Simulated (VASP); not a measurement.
Runs of VASP 6.6.1 on KZnF3. The structure is that of space group P4/mmm (No. 123), or close to it. The cells are those of the table. 

```tsv
cell	gap on the mesh (eV)	pressure (GPa)
a = 3.538, b = 3.538, c = 5.307 Å, 5 atoms	2.33	15.8
a = 3.711, b = 3.711, c = 4.824 Å, 5 atoms	2.88	3.8
a = 4.164, b = 4.164, c = 3.831 Å, 5 atoms	3.40	-3.6
a = 4.546, b = 4.546, c = 3.214 Å, 5 atoms	(b)	12.3
a = 4.400, b = 4.400, c = 3.432 Å, 5 atoms	3.35	3.6
a = 3.608, b = 3.608, c = 5.102 Å, 5 atoms	2.59	10.2
a = 4.275, b = 4.275, c = 3.634 Å, 5 atoms	3.31	-1.1
a = 3.923, b = 3.923, c = 4.316 Å, 5 atoms	3.34	(c)
a = 3.811, b = 3.811, c = 4.573 Å, 5 atoms	3.11	(a)
a = 4.675, b = 4.675, c = 3.039 Å, 5 atoms	3.83	23.7
```

Alike in all rows: task single point; level LDA; potentials or basis VASP PAW LDA potentials, release 64 (K_sv, Zn, F); no spin polarisation; k mesh 6 × 6 × 6; cutoff (eV) 520; smearing gaussian 0.05 eV.

Fill in the values left out.

(a) -0.4; (b) 3.55; (c) -3.3.

Caveats: the stress differs along the axes, from -8 to 28 GPa (at least some runs); the stress differs along the axes, from -9 to 10 GPa (at least some runs); the stress differs along the axes, from -6 to 2 GPa (at least some runs); the stress differs along the axes, from -9 to 54 GPa (at least some runs); the stress differs along the axes, from -8 to 26 GPa (at least some runs); the stress differs along the axes, from -8 to 19 GPa (at least some runs); the stress differs along the axes, from -7 to 11 GPa (at least some runs).

A k mesh can miss the band edges.
